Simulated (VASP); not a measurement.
Input of a VASP 6.6.1 run:

INCAR

```
  PREC = Accurate
  ENCUT = 520
  EDIFF = 1E-7
  ISMEAR = 0
  SIGMA = 0.01
  LREAL = Auto
  LASPH = T
  NELM = 60
  ALGO = Normal
  ISIF = 2
  LWAVE = F
  LCHARG = F
  GGA = PS
  ISYM = 0
  NBANDS = 86
```

The input KPOINTS:

```
Automatic mesh
0
Gamma
  1 1 1
  0.25 0.25 0.25
```

Contents of POSCAR:

```
Zn2SnGeP4
1.0
    5.5467560000     -0.0000900000     -0.0000210000
   -0.0000900000      5.5467560000     -0.0000210000
   -0.0000420000     -0.0000420000     11.0634360000
Zn Ge Sn P
4 2 2 8
Direct
    0.0031530000      0.9929920000      0.0050280000
    0.9940010000      0.4898580000      0.2441260000
    0.4989420000      0.0009390000      0.7492490000
    0.4836490000      0.5046930000      0.4986310000
    0.9909290000      0.9951580000      0.4989030000
    0.5098460000      0.4906730000      0.9972710000
    0.4991430000      0.9969700000      0.2523580000
    0.0005670000      0.4912460000      0.7505480000
    0.2436080000      0.2470620000      0.1283950000
    0.2632440000      0.2521970000      0.6254350000
    0.7621080000      0.7453000000      0.1174020000
    0.7429730000      0.2674620000      0.3803610000
    0.2501190000      0.7347640000      0.3798460000
    0.2534260000      0.7723750000      0.8796250000
    0.7269650000      0.7449880000      0.6262220000
    0.7557110000      0.2473270000      0.8790350000
```

Potentials or basis: VASP PAW PBE potentials, release 64 (Zn, Ge_d, Sn_d, P).

Command:

```console
$ cat potpaw_PBE.64/Zn/POTCAR potpaw_PBE.64/Ge_d/POTCAR potpaw_PBE.64/Sn_d/POTCAR potpaw_PBE.64/P/POTCAR > POTCAR
$ mpirun -np 1 vasp_std > vasp.out
```

Q: Predict the largest force.

A: 1.935 eV/Å.

Q: What does it give for the pressure?

A: -0.2 GPa.

Stress tensor (GPa, compression positive):
```
 0.18 -5.93 -0.79
-5.93  0.14 -0.45
-0.79 -0.45 -0.88
```

Caveat: the k points lie up to 1.13 Å⁻¹ apart; the PAW data sets were made with another functional, which shifts forces and pressure a little.
